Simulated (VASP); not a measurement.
Here is a VASP 6.6.1 calculation.

File INCAR:

```
SYSTEM = GdAg
ALGO = Normal
EDIFF = 1E-6
ENCUT = 520
GGA = PS
ISIF = 2
ISMEAR = -1
ISPIN = 2
IVDW = 13
LASPH = .TRUE.
LCHARG = .FALSE.
LMAXMIX = 6
LORBIT = 11
LREAL = .FALSE.
LWAVE = .FALSE.
MAGMOM = 4.9 0
NBANDS = 26
NELM = 150
PREC = Accurate
SIGMA = 0.1
```

KPOINTS

```
k-points
0
G
  8 8 8
  0 0 0
```

Contents of POSCAR:

```
GdAg
1.0
    3.7479252799      0.0000000000      0.0000000000
    0.0000000000      3.7479252799      0.0000000000
    0.0000000000      0.0000000000      3.7479252799
Gd Ag
1 1
Direct
    0.5000000000      0.5000000000      0.5000000000
    0.0000000000      0.0000000000      0.0000000000
```

Potentials or basis: VASP PAW PBE potentials, release 64 (Gd, Ag).

Launch:

```console
$ cat potpaw_PBE.64/Gd/POTCAR potpaw_PBE.64/Ag/POTCAR > POTCAR
$ mpirun -np 1 vasp_std > vasp.out
```

Problem. What does it give for the dispersion energy per atom?

Solution. -0.216 eV.

Problem. What does it give for the site moments?

Solution. Gd +6.77; Ag -0.00 μB.

Problem. What does it give for the pressure?

Solution. -7.0 GPa.

Caveat: the cell stands under tension; the PAW data sets were made with another functional, which shifts forces and pressure a little. The state reached can hang on the start; a lower one may exist.
